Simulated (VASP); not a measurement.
# GaSb3 (Fm-3m) in VASP: settings compared

The runs below take GaSb3 through single point, with LDA, r2SCAN.

Program: VASP 6.6.1. These are calculated values, not measurements. Logs are shortened: lines on timing, memory, paths and dates and some standing lists are left out, and cuts for length are marked.

**1. The cell of the first run**

The structure is cubic, space group Fm-3m (No. 225). The conventional cell has a = 7.608 Å, b = 7.608 Å, c = 7.608 Å, α = 90.00°, β = 90.00°, γ = 90.00°. Sb (site symmetry m-3m) has 8 Sb at 3.29 Å and 6 Ga at 3.80 Å within 4.3 Å. Within 4.3 Å of Sb (site symmetry -43m) lie 4 Ga at 3.29 Å and 10 Sb at 3.29 to 3.80 Å. Within 4.3 Å of Ga (site symmetry m-3m) lie 14 Sb at 3.29 to 3.80 Å.

**2. Single point, LDA**

The input, INCAR:

```
PREC = Accurate
ENCUT = 500
EDIFF = 1E-6
ISMEAR = -1
SIGMA = 0.05
LREAL = F
LASPH = T
NELM = 120
ALGO = Normal
ISIF = 2
LWAVE = F
LCHARG = F
NBANDS = 22
GGA_COMPAT = F
```

The input, KPOINTS:

```
regular mesh
0
Gamma
  6 6 6
```

The input, POSCAR:

```
GaSb3
1.0
    0.0000000000      3.8037624973      3.8037624973
    3.8037624973      0.0000000000      3.8037624973
    3.8037624973      3.8037624973      0.0000000000
Sb Ga
3 1
Direct
    0.5000000000      0.5000000000      0.5000000000
    0.7500000000      0.7500000000      0.7500000000
    0.2500000000      0.2500000000      0.2500000000
    0.0000000000      0.0000000000      0.0000000000
```

Potentials or basis: VASP PAW LDA potentials, release 64 (Sb, Ga_d).

Command:

```sh
$ cat potpaw_LDA.64/Sb/POTCAR potpaw_LDA.64/Ga_d/POTCAR > POTCAR
$ mpirun -np 1 vasp_std > vasp.out
```

OUTCAR:

```text
PREC = Accurate
   ENCUT = 500
   EDIFF = 1E-6
   ISMEAR = -1
   LREAL = F
   LASPH = T
   NELM = 120
   ISIF = 2

 ion  position               nearest neighbor table
   1  0.500  0.500  0.500-   2 3.29   3 3.29   3 3.29   3 3.29   3 3.29   2 3.29   2 3.29   2 3.29

   2  0.750  0.750  0.750-   1 3.29   4 3.29   1 3.29   1 3.29   1 3.29   4 3.29   4 3.29   4 3.29

   3  0.250  0.250  0.250-   1 3.29   4 3.29   4 3.29   4 3.29   4 3.29   1 3.29   1 3.29   1 3.29

   4  0.000  0.000  0.000-   2 3.29   3 3.29   2 3.29   2 3.29   2 3.29   3 3.29   3 3.29   3 3.29

  LATTYP: Found a face centered cubic cell.
 ALAT       =     7.6075249946

  Lattice vectors:

 A1 = (   0.0000000000,   3.8037624973,   3.8037624973)
 A2 = (   3.8037624973,   0.0000000000,   3.8037624973)
 A3 = (   3.8037624973,   3.8037624973,   0.0000000000)

Analysis of symmetry for initial positions (statically):
=====================================================================
 Subroutine PRICEL returns:
 Original cell was already a primitive cell.

 Routine SETGRP: Setting up the symmetry group for a
 face centered cubic supercell.

 Subroutine GETGRP returns: Found 48 space group operations
 (whereof 48 operations were pure point group operations)
 out of a pool of 48 trial point group operations.

The static configuration has the point symmetry O_h .

Analysis of symmetry for dynamics (positions and initial velocities):
=====================================================================
 Subroutine PRICEL returns:
 Original cell was already a primitive cell.

 Routine SETGRP: Setting up the symmetry group for a
 face centered cubic supercell.

 Subroutine GETGRP returns: Found 48 space group operations
 (whereof 48 operations were pure point group operations)
 out of a pool of 48 trial point group operations.

The dynamic configuration has the point symmetry O_h .

 Subroutine INISYM returns: Found 48 space group operations
 (whereof 48 operations are pure point group operations),
 and found     1 'primitive' translations

----------------------------------------------------------------------------------------

                                     Primitive cell

  volume of cell :     110.0703

  direct lattice vectors                    reciprocal lattice vectors
     0.000000000  3.803762497  3.803762497    -0.131448796  0.131448796  0.131448796
     3.803762497  0.000000000  3.803762497     0.131448796 -0.131448796  0.131448796
     3.803762497  3.803762497  0.000000000     0.131448796  0.131448796 -0.131448796

  length of vectors
     5.379332512  5.379332512  5.379332512     0.227675993  0.227675993  0.227675993

  position of ions in fractional coordinates (direct lattice)
     0.500000000  0.500000000  0.500000000
     0.750000000  0.750000000  0.750000000
     0.250000000  0.250000000  0.250000000
     0.000000000  0.000000000  0.000000000

  ion indices of the primitive-cell ions
   primitive index   ion index
                 1           1
                 2           2
                 3           3
                 4           4

----------------------------------------------------------------------------------------

 KPOINTS: regular mesh

Automatic generation of k-mesh.
 Grid dimensions read from file:
 generate k-points for:    6    6    6

 Generating k-lattice:

  Cartesian coordinates                     Fractional coordinates (reciprocal lattice)
    -0.021908133  0.021908133  0.021908133     0.166666667  0.000000000  0.000000000
     0.021908133 -0.021908133  0.021908133     0.000000000  0.166666667  0.000000000
     0.021908133  0.021908133 -0.021908133     0.000000000  0.000000000  0.166666667

  Length of vectors
     0.037945999  0.037945999  0.037945999

  Shift w.r.t. Gamma in fractional coordinates (k-lattice)
     0.000000000  0.000000000  0.000000000

 Subroutine IBZKPT returns following result:
 ===========================================

 Found     16 irreducible k-points:

 Following reciprocal coordinates:
            Coordinates               Weight
  0.000000  0.000000  0.000000      1.000000
  0.166667  0.000000  0.000000      8.000000
  0.333333  0.000000  0.000000      8.000000
  0.500000  0.000000  0.000000      4.000000
  0.166667  0.166667  0.000000      6.000000
  0.333333  0.166667  0.000000     24.000000
[... 8 lines left out ...]
 -0.333333  0.333333  0.166667     24.000000
 -0.333333  0.500000  0.166667     12.000000
   k-points           NKPTS =     16   k-points in BZ     NKDIM =     16   number of bands    NBANDS=     22
   number of dos      NEDOS =    301   number of ions     NIONS =      4
   total plane-waves  NPLWV =  64000
   dimension x,y,z NGX =    40 NGY =   40 NGZ =   40
   dimension x,y,z NGXF=    80 NGYF=   80 NGZF=   80
   ions per type =               3   1
   NGX,Y,Z   is equivalent  to a cutoff of  12.36, 12.36, 12.36 a.u.
   NGXF,Y,Z  is equivalent  to a cutoff of  24.72, 24.72, 24.72 a.u.
 SYSTEM =  unknown system
   PREC   = accura    normal or accurate (medium, high low for compatibility)
   ISTART =      0    job   : 0-new  1-cont  2-samecut
   ICHARG =      2    charge: 1-file 2-atom 10-const
   ISPIN  =      1    spin polarized calculation?
   LNONCOLLINEAR =      F non collinear calculations
   LSORBIT =      F    spin-orbit coupling
   LASPH  =      T    aspherical Exc in radial PAW
   ENCUT  =  500.0 eV  36.75 Ry    6.06 a.u.   9.81  9.81  9.81*2*pi/ulx,y,z
   NELM   =    120;   NELMIN=  2; NELMDL= -5     # of ELM steps
   EDIFF  = 0.1E-05   stopping-criterion for ELM
   LREAL  =      F    real-space projection
   EDIFFG = 0.1E-04   stopping-criterion for IOM
   NSW    =      0    number of steps for IOM
   IBRION =     -1    ionic relax: 0-MD 1-quasi-New 2-CG
   NFREE  =      0    steps in history (QN), initial steepest desc. (CG)
   ISIF   =      2    stress and relaxation
   ISYM   =      2    0-nonsym 1-usesym 2-fastsym
   POTIM  = 0.5000    time-step for ionic-motion
   TEBEG  =    0.0;   TEEND  =   0.0 temperature during run
   PSTRESS=    0.0 pullay stress
   NELECT =      28.0000    total number of electrons
   NUPDOWN=      -1.0000    fix difference up-down
   EMIN   =  10.00;   EMAX   =-10.00  energy-range for DOS
   EFERMI =   0.00;   METHOD = LEGACY
   ISMEAR =    -1;   SIGMA  =   0.05  broadening in eV -4-tet -1-fermi 0-gaus
   EFERMI_NEDOS =   21; number of points for ismear=-14 and -15
   IALGO  =     38    algorithm
   IMIX   =      4    mixing-type and parameters
     AMIX     =   0.40;   BMIX     =  1.00
     AMIX_MAG =   1.60;   BMIX_MAG =  1.00
  volume/ion in A,a.u.               =      27.52       185.70
  Fermi-wavevector in a.u.,A,eV,Ry     =   1.037299  1.960212 14.639733  1.075990
  Thomas-Fermi vector in A             =   2.171731
   LORBIT       =      0    0 simple, 1 ext, 2 COOP (PROOUT), +10 PAW based schemes
   GGA     = CA    functional components
   LHFCALC =     F    Hartree Fock is set to
   AEXX    =    0.0000 exact exchange contribution
   IVDW    =     0    specifies the selected vdW correction
   LEPSILON=     F    determine dielectric tensor
   LRPA    =     F    only Hartree local field effects (RPA)
 non-spin polarized calculation
  energy-cutoff  :      500.00
  volume of cell :      110.07
 maximum number of plane-waves:      2812
   NGX = 19   NGY = 19   NGZ = 19

 number of electron      27.9999984 magnetization

 Free energy of the ion-electron system (eV)
  ---------------------------------------------------
  ext. energy  EPLUGINS =         0.00000000
  ---------------------------------------------------
  free energy    TOTEN  =       -16.88461451 eV

  energy without entropy =      -16.85287501  energy(sigma->0) =      -16.86874476

 E-fermi :   6.7358     XC(G=0): -10.1110

 val. band max:        6.7274599462   @ k =   0.5000   0.3333   0.0000
 cond. band min:       6.7495108379   @ k =  -0.1667   0.1667   0.0000
 fundamental gap:      0.0220508918
 Fermi energy:         6.7358363279

 k-point     1 :       0.0000    0.0000    0.0000
  band No.  band energies     occupation
      1      -8.3050      2.00000
      2      -8.3050      2.00000
      3      -8.3050      2.00000
      4      -8.2947      2.00000
      5      -8.2947      2.00000
      6      -5.4054      2.00000
[... 14 lines left out ...]
     21      12.7946      0.00000
     22      12.7946      0.00000

 k-point     2 :       0.1667    0.0000    0.0000
  band No.  band energies     occupation
      1      -8.3058      2.00000
      2      -8.3046      2.00000
      3      -8.3046      2.00000
      4      -8.2949      2.00000
      5      -8.2949      2.00000
      6      -5.2066      2.00000
[... 14 lines left out ...]
     21      11.3064      0.00000
     22      12.3838      0.00000

 k-point     3 :       0.3333    0.0000    0.0000
  band No.  band energies     occupation
      1      -8.3076      2.00000
      2      -8.3039      2.00000
      3      -8.3039      2.00000
      4      -8.2950      2.00000
      5      -8.2950      2.00000
      6      -4.6317      2.00000
[... 14 lines left out ...]
     21      10.9805      0.00000
     22      12.8938      0.00000

 k-point     4 :       0.5000    0.0000    0.0000
  band No.  band energies     occupation
      1      -8.3086      2.00000
      2      -8.3036      2.00000
      3      -8.3036      2.00000
      4      -8.2950      2.00000
      5      -8.2950      2.00000
      6      -4.0010      2.00000
[... 14 lines left out ...]
     21      11.5651      0.00000
     22      15.0367      0.00000

 k-point     5 :       0.1667    0.1667    0.0000
  band No.  band energies     occupation
      1      -8.3065      2.00000
      2      -8.3042      2.00000
      3      -8.3042      2.00000
      4      -8.2953      2.00000
      5      -8.2946      2.00000
      6      -5.1400      2.00000
[... 217 lines left out ...]
 k-point    14 :       0.5000    0.3333    0.1667
  band No.  band energies     occupation
      1      -8.3080      2.00000
      2      -8.3044      2.00000
      3      -8.3028      2.00000
      4      -8.2963      2.00000
      5      -8.2947      2.00000
      6      -4.1277      2.00000
[... 14 lines left out ...]
     21      11.1968      0.00000
     22      12.6993      0.00000

 k-point    15 :      -0.3333    0.3333    0.1667
  band No.  band energies     occupation
      1      -8.3070      2.00000
      2      -8.3058      2.00000
      3      -8.3024      2.00000
      4      -8.2964      2.00000
      5      -8.2948      2.00000
      6      -3.4896      2.00000
[... 14 lines left out ...]
     21      11.2335      0.00000
     22      14.2548      0.00000

 k-point    16 :      -0.3333    0.5000    0.1667
  band No.  band energies     occupation
      1      -8.3088      2.00000
      2      -8.3043      2.00000
      3      -8.3019      2.00000
      4      -8.2971      2.00000
      5      -8.2945      2.00000
      6      -3.0174      2.00000
[... 14 lines left out ...]
     21      10.7386      0.00000
     22      13.6188      0.00000

------------------------ aborting loop because EDIFF is reached ----------------------------------------

  FORCE on cell =-STRESS in cart. coord.  units (eV):
  Direction    XX          YY          ZZ          XY          YZ          ZX
  --------------------------------------------------------------------------------------
  -------------------------------------------------------------------------------------
  Total       -4.5497393     -4.5497393     -4.5497393      0.0000000     -0.0000000      0.0000000
  in kB      -66.2257561    -66.2257561    -66.2257561      0.0000000     -0.0000000      0.0000000
  external PRESSURE =     -66.2257561 kB  Pullay stress =       0.0000000 kB

 VOLUME and BASIS-vectors are now :
 -----------------------------------------------------------------------------
  energy-cutoff  :      500.00
  volume of cell :      110.07
      direct lattice vectors                 reciprocal lattice vectors
     0.000000000  3.803762497  3.803762497    -0.131448796  0.131448796  0.131448796
     3.803762497  0.000000000  3.803762497     0.131448796 -0.131448796  0.131448796
     3.803762497  3.803762497  0.000000000     0.131448796  0.131448796 -0.131448796

 POSITION                                       TOTAL-FORCE (eV/Angst)
 -----------------------------------------------------------------------------------
      3.80376      3.80376      3.80376        -0.000000      0.000000     -0.000000
      5.70564      5.70564      5.70564         0.000000     -0.000000      0.000000
      1.90188      1.90188      1.90188        -0.000000     -0.000000     -0.000000
      0.00000      0.00000      0.00000        -0.000000      0.000000     -0.000000
 -----------------------------------------------------------------------------------
    total drift:                               -0.000000      0.000000      0.000000

  FREE ENERGIE OF THE ION-ELECTRON SYSTEM (eV)
  ---------------------------------------------------
  free  energy   TOTEN  =       -16.8846145084 eV

  energy  without entropy=      -16.8528750078  energy(sigma->0) =      -16.86874476
```

Run time: 41 s. Hardware: 1 thread of Intel Xeon 8259CL, shared host; peak memory 0.21 GiB.

What came out:

```
Free energy            : -16.8846 eV
Pressure               : -6.6 GPa
Band gap on the k mesh : zero (band 14 reaches 7.79 eV, above the bottom of band 15 at 4.42 eV)
```

Levels at points of the mesh, in eV from the Fermi level:
```csv
k point,band 10,band 11,band 12,band 13,band 14,band 15,band 16,band 17,band 18,band 19
"(0.00, 0.00, 0.00)",-2.44,-2.44,-2.44,-2.31,-2.31,-2.31,-0.68,-0.68,-0.68,3.51
"(0.50, 0.00, 0.00)",-3.39,-3.39,-2.47,-2.47,-0.64,-0.27,1.87,1.87,2.83,2.83
"(0.50, 0.50, 0.00)",-4.90,-4.90,0.28,0.55,0.87,0.87,1.68,1.68,1.75,3.41
```

Caveat: spin-orbit coupling is left out, which moves the levels of the heavy elements.

**3. Single point, r2SCAN**

This run uses another cell than the first one, of 24.92 Å³/atom, 0.906 times its volume.

The input, POSCAR:

```
GaSb3
1.0
    0.0000000000      3.6801753734      3.6801753734
    3.6801753734      0.0000000000      3.6801753734
    3.6801753734      3.6801753734      0.0000000000
Sb Ga
3 1
Direct
    0.5000000000      0.5000000000      0.5000000000
    0.7500000000      0.7500000000      0.7500000000
    0.2500000000      0.2500000000      0.2500000000
    0.0000000000      0.0000000000      0.0000000000
```

The input, INCAR.step1:

```
SYSTEM = GaSb3
ALGO = Normal
EDIFF = 1E-5
ENCUT = 550
GGA = PE
GGA_COMPAT = .FALSE.
ISMEAR = -1
LASPH = .TRUE.
LCHARG = .FALSE.
LREAL = .FALSE.
LWAVE = .TRUE.
NBANDS = 22
NELM = 120
PREC = Accurate
SIGMA = 0.05
```

The input, INCAR.step2:

```
SYSTEM = GaSb3
ALGO = Normal
EDIFF = 1E-6
ENCUT = 550
GGA_COMPAT = .FALSE.
ISIF = 2
ISMEAR = -1
ISTART = 1
LASPH = .TRUE.
LCHARG = .FALSE.
LMIXTAU = .TRUE.
LREAL = .FALSE.
LWAVE = .FALSE.
METAGGA = R2SCAN
NBANDS = 22
NELM = 120
PREC = Accurate
SIGMA = 0.05
```

The input, KPOINTS:

```
k-points
0
G
  6 6 6
  0 0 0
```

Potentials or basis: VASP PAW PBE potentials, release 64 (Sb, Ga_d).

Command:

```sh
$ cat potpaw_PBE.64/Sb/POTCAR potpaw_PBE.64/Ga_d/POTCAR > POTCAR
$ cp INCAR.step1 INCAR
$ mpirun -np 1 vasp_std > vasp.out
$ cp INCAR.step2 INCAR
$ mpirun -np 1 vasp_std > vasp.out
```

It took 3.7 min on 1 thread of Intel Xeon 8259CL, shared host; peak memory 0.26 GiB.

Results (log left out):

```
Free energy            : -87.1439 eV
Pressure               : 0.6 GPa
Band gap on the k mesh : zero (band 14 reaches 9.21 eV, above the bottom of band 15 at 5.23 eV)
```

Levels at points of the mesh, in eV from the Fermi level:
| k point | band 11 | band 12 | band 13 | band 14 | band 15 | band 16 | band 17 | band 18 |
| --- | --- | --- | --- | --- | --- | --- | --- | --- |
| (0.00, 0.00, 0.00) | -2.97 | -2.97 | -2.81 | -2.81 | -2.81 | -0.99 | -0.99 | -0.99 |
| (0.50, 0.00, 0.00) | -4.06 | -3.04 | -3.04 | -0.45 | -0.04 | 2.12 | 2.12 | 3.04 |
| (0.50, 0.50, 0.00) | -5.83 | 0.81 | 0.96 | 0.96 | 1.16 | 1.83 | 1.83 | 2.07 |

Caveat: the PAW data sets were made with another functional, which shifts forces and pressure a little; spin-orbit coupling is left out, which moves the levels of the heavy elements.

**4. Single point, r2SCAN**

This run uses another cell than the first one, of 26.48 Å³/atom, 0.962 times its volume.

The input, POSCAR:

```
GaSb3
1.0
    0.0000000000      3.7553016472      3.7553016472
    3.7553016472      0.0000000000      3.7553016472
    3.7553016472      3.7553016472      0.0000000000
Sb Ga
3 1
Direct
    0.5000000000      0.5000000000      0.5000000000
    0.7500000000      0.7500000000      0.7500000000
    0.2500000000      0.2500000000      0.2500000000
    0.0000000000      0.0000000000      0.0000000000
```

The input, INCAR.step1:

```
PREC = Accurate ; ENCUT = 550
ISMEAR = -1 ; SIGMA = 0.05
LREAL = F ; LASPH = T
NELM = 120 ; NBANDS = 22
GGA = PE ; ALGO = Normal
EDIFF = 1E-5 ; LWAVE = T
LCHARG = F ; GGA_COMPAT = F
```

The input, INCAR.step2:

```
PREC = Accurate ; ENCUT = 550
EDIFF = 1E-6 ; ISMEAR = -1
SIGMA = 0.05 ; LREAL = F
LASPH = T ; NELM = 120
ALGO = Normal ; ISIF = 2
LWAVE = F ; LCHARG = F
METAGGA = R2SCAN ; LMIXTAU = T
NBANDS = 22 ; ISTART = 1
GGA_COMPAT = F
```

The input, KPOINTS:

```
Automatic mesh
0
Gamma
  6 6 6
```

Command:

```sh
$ cat potpaw_PBE.64/Sb/POTCAR potpaw_PBE.64/Ga_d/POTCAR > POTCAR
$ cp INCAR.step1 INCAR
$ mpirun -np 1 vasp_std > vasp.out
$ cp INCAR.step2 INCAR
$ mpirun -np 1 vasp_std > vasp.out
```

It took 5.3 min on 1 thread of Intel Xeon 8259CL, shared host; peak memory 0.3 GiB.

Results (log left out):

```yaml
Free_energy: -87.1051 eV
Pressure: -2.4 GPa
Band_gap_on_the_k_mesh: zero (band 14 reaches 8.38 eV, above the bottom of band 15 at 4.68 eV)
```

Levels at points of the mesh, in eV from the Fermi level:
```
           k point  band 11  band 12  band 13  band 14  band 15  band 16  band 17  band 18
(0.00, 0.00, 0.00)    -2.74    -2.74    -2.61    -2.61    -2.61    -0.84    -0.84    -0.84
(0.50, 0.00, 0.00)    -3.79    -2.78    -2.78    -0.57    -0.14     2.05     2.05     3.03
(0.50, 0.50, 0.00)    -5.44     0.59     0.89     0.89     0.91     1.77     1.77     1.90
```

Caveat: the PAW data sets were made with another functional, which shifts forces and pressure a little; spin-orbit coupling is left out, which moves the levels of the heavy elements.

**5. The runs side by side**

```tsv
level	potentials or basis	cell	cutoff (eV)	gap on the mesh (eV)	pressure (GPa)
LDA	VASP PAW LDA potentials, release 64 (Sb, Ga_d)	a = 5.379 Å, angles 60.0°, 4 atoms	500	none	-6.6
r2SCAN	VASP PAW PBE potentials, release 64 (Sb, Ga_d)	a = 5.205 Å, angles 60.0°, 4 atoms	550	none	0.6
r2SCAN	VASP PAW PBE potentials, release 64 (Sb, Ga_d)	a = 5.311 Å, angles 60.0°, 4 atoms	550	none	-2.4
```

Alike in all rows: task single point; no spin polarisation; k mesh 6 × 6 × 6; smearing fermi-dirac 0.05 eV.

Caveats: spin-orbit coupling is left out, which moves the levels of the heavy elements; the PAW data sets were made with another functional, which shifts forces and pressure a little (some runs).

Total energies depend on the potentials used, so only differences within one code and one set of settings carry meaning.
